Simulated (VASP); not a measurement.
Crystal: HfO2.

```
Hf O
1.0
     5.11800    0.00000    0.00000
     0.00000    5.18570    0.00000
    -0.85866    0.00000    5.21387
Hf O
4 8
Direct
  0.27550 0.46030 0.70800
  0.72450 0.96030 0.79200
  0.72450 0.53970 0.29200
  0.27550 0.03970 0.20800
  0.07420 0.16840 0.84670
  0.92580 0.66840 0.65330
  0.92580 0.83160 0.15330
  0.07420 0.33160 0.34670
  0.44870 0.74190 0.98010
  0.55130 0.24190 0.51990
  0.55130 0.25810 0.01990
  0.44870 0.75810 0.48010
```

Program: VASP 6.6.1. Alike in all runs: task single point; potentials or basis VASP PAW PBE potentials, release 64 (Hf_pv, O); no spin polarisation; cell as given; cutoff (eV) 520; smearing fermi-dirac 0.05 eV.

Problem. Order these runs on this cell by their pressure, lowest first.
A. level PBEsol; k mesh 5 × 5 × 5
B. level PBE; k mesh 4 × 4 × 4
C. level RPBE; k mesh 4 × 4 × 4
D. level PBEsol+D4; k mesh 5 × 5 × 5
E. level PBE exchange alone; k mesh 5 × 5 × 5

Solution. D (-6.3 GPa), A (-4.6 GPa), B (2.7 GPa), C (7.4 GPa), E (23.1 GPa).

Caveats: the PAW data sets were made with another functional, which shifts forces and pressure a little (some runs).
